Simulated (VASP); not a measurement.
## TiO2: relaxation of cell and atoms with PBEsol+U

The system is TiO2.

```xyz
6
Lattice="4.5998 0.0000 0.0000 0.0000 4.5998 0.0000 0.0000 0.0000 2.9592" Properties=species:S:1:pos:R:3 pbc="T T T"
Ti    0.0000    0.0000    1.4796
Ti    2.2999    2.2999    0.0000
O     1.3998    1.3998    1.4796
O     0.9001    3.6997    0.0000
O     3.6997    0.9001    0.0000
O     3.2000    3.2000    1.4796
```

```
Program                : VASP 6.6.1
Task                   : relaxation of cell and atoms
Functional             : PBEsol
Potentials or basis    : VASP PAW PBE potentials, release 64 (Ti_sv, O)
Cutoff                 : 600 eV
k mesh                 : 6 × 6 × 9
Occupations            : fermi-dirac, width 0.05 eV
Spin                   : no spin polarisation
Hubbard terms          : Ti d U = 2.0 eV
Dipole correction      : no
Further INCAR settings : ALGO = Normal; EDIFF = 1e-07; IBRION = 2; EDIFFG = -0.01; NSW = 60; ISIF = 3
```

```yaml
Relaxed_volume: 10.49 Å³/atom
Relaxed_cell: a = 4.606 Å, b = 4.606 Å, c = 2.968 Å, α = 90.00°, β = 90.00°, γ = 90.00°
Space_group_after_relaxing_to_0.1_Å: P4_2/mnm (No. 136)
Energy_gained_by_relaxing: 0.3 meV/atom
Ionic_steps: 4
Pressure_after_relaxing: 0.0 GPa
Largest_force_after_relaxing: 0.004 eV/Å
Band_gap_on_the_k_mesh: 2.04 eV
```

Forces in eV/Å, atoms in the order of the input:
```
Ti   0.000  0.000  0.000
Ti   0.000  0.000  0.000
O    0.003  0.003  0.000
O   -0.003  0.003  0.000
O    0.003 -0.003  0.000
O   -0.003 -0.003  0.000
```

The path:
```
step  energy change (eV)  largest force (eV/Å)  pressure (GPa)  volume (Å³)
   1              0.0000                0.0094            1.40        62.61
   2              0.0013                0.0643           -1.86        63.44
   3             -0.0017                0.0229           -0.02        62.96
   4             -0.0017                0.0036            0.00        62.97
```

Final structure:
```
CELL_PARAMETERS angstrom
4.60601 0.00000 0.00000
0.00000 4.60601 0.00000
0.00000 0.00000 2.96807
ATOMIC_POSITIONS crystal
Ti 0.00000 0.00000 0.50000
Ti 0.50000 0.50000 0.00000
O 0.30444 0.30444 0.50000
O 0.19556 0.80444 0.00000
O 0.80444 0.19556 0.00000
O 0.69556 0.69556 0.50000
```

Levels at points of the mesh, in eV from the valence-band top:
```csv
k point,band 22,band 23,band 24,band 25,band 26,band 27
"(0.00, 0.00, 0.00)",-0.49,-0.49,0.00,2.04,2.27,2.58
"(0.50, 0.00, 0.00)",-1.70,-0.77,-0.77,2.67,2.67,3.20
"(0.50, 0.50, 0.00)",-1.39,-1.14,-1.14,2.05,2.05,2.69
```

Eigenvalues of the final occupation matrices:
| site | spin | trace | eigenvalues |
| --- | --- | --- | --- |
| site 1 d | 1 | 0.84 | 0.09 0.11 0.11 0.25 0.27 |
| site 1 d | 2 | 0.84 | 0.09 0.11 0.11 0.25 0.27 |
| site 2 d | 1 | 0.84 | 0.09 0.11 0.11 0.25 0.27 |
| site 2 d | 2 | 0.84 | 0.09 0.11 0.11 0.25 0.27 |

Run time: 2.5 min on 1 thread of Intel(R) Xeon(R) 6975P-C (Granite Rapids) (shared host), peak memory 0.24 GiB.

Caveat: the PAW data sets were made with another functional, which shifts forces and pressure a little; an odd mesh through Γ misses points on the zone boundary, where band edges can lie.
